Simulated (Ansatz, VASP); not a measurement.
**One calculation of Cu, two programs**

```
CELL_PARAMETERS angstrom
-1.40578 1.40578 1.34078
1.40578 -1.40578 1.34078
1.40578 1.40578 -1.34078
ATOMIC_POSITIONS crystal
Cu 0.00000 0.00000 0.00000
```

Alike in both runs: task single point; functional PBEsol; k mesh 14 × 14 × 14; occupations fermi-dirac, width 0.05 eV; no spin polarisation.

|  | VASP | Ansatz |
| --- | --- | --- |
| version | VASP 6.6.1 | Ansatz 0.2.0 |
| potentials or method | VASP PAW PBE potentials, release 64 (Cu), cutoff 520 eV | plane waves, PAW |
| valence electrons in the cell | 11 | 19 |

```tsv
	VASP	Ansatz	Ansatz less VASP
pressure (GPa)	14.3	13.6	-0.77
traceless stress, the component that is largest in VASP (GPa)	-0.23	-0.20	+0.028
```

VASP's potentials were made for PBE, not for PBEsol. VASP's potentials hold 11 valence electrons a cell and Ansatz's 19, so a difference there can come from the potentials and not from the codes.
